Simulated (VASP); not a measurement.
A run of VASP 6.6.1 is set up as follows.

The input INCAR:

```
  PREC = Accurate
  ENCUT = 520
  EDIFF = 1E-6
  ISMEAR = 0
  SIGMA = 0.1
  LREAL = F
  LASPH = T
  NELM = 80
  ALGO = Normal
  ISIF = 2
  LWAVE = F
  LCHARG = F
  GGA = PE
  NBANDS = 26
```

File KPOINTS:

```
Automatic mesh
0
Gamma
  10 10 8
```

The input POSCAR:

```
GaSb
1.0
    3.2320533534      3.2320533534      0.0000000000
   -3.2320533534      3.2320533534      0.0000000000
    0.0000000000      0.0000000000      6.0663155249
Ga Sb
2 2
Direct
    0.0000000000      0.0000000000      0.0000000000
    0.5000000000      0.5000000000      0.5000000000
    0.5000000000      0.0000000000      0.2500000000
    0.0000000000      0.5000000000      0.7500000000
```

Potentials or basis: VASP PAW PBE potentials, release 64 (Ga_d, Sb).

Command:

```bash
$ cat potpaw_PBE.64/Ga_d/POTCAR potpaw_PBE.64/Sb/POTCAR > POTCAR
$ mpirun -np 1 vasp_std > vasp.out
```

(1) What does it give for the pressure?

(2) Estimate the band gap on the k mesh.

Answers

(1) -2.1 GPa.

(2) 0.21 eV.

Caveat: the cell differs from its parent crystal (biaxial strain in the a-b plane: +4.0 %); semilocal functionals underestimate gaps, and a narrow one can read as zero; spin-orbit coupling is left out, which moves the levels of the heavy elements.
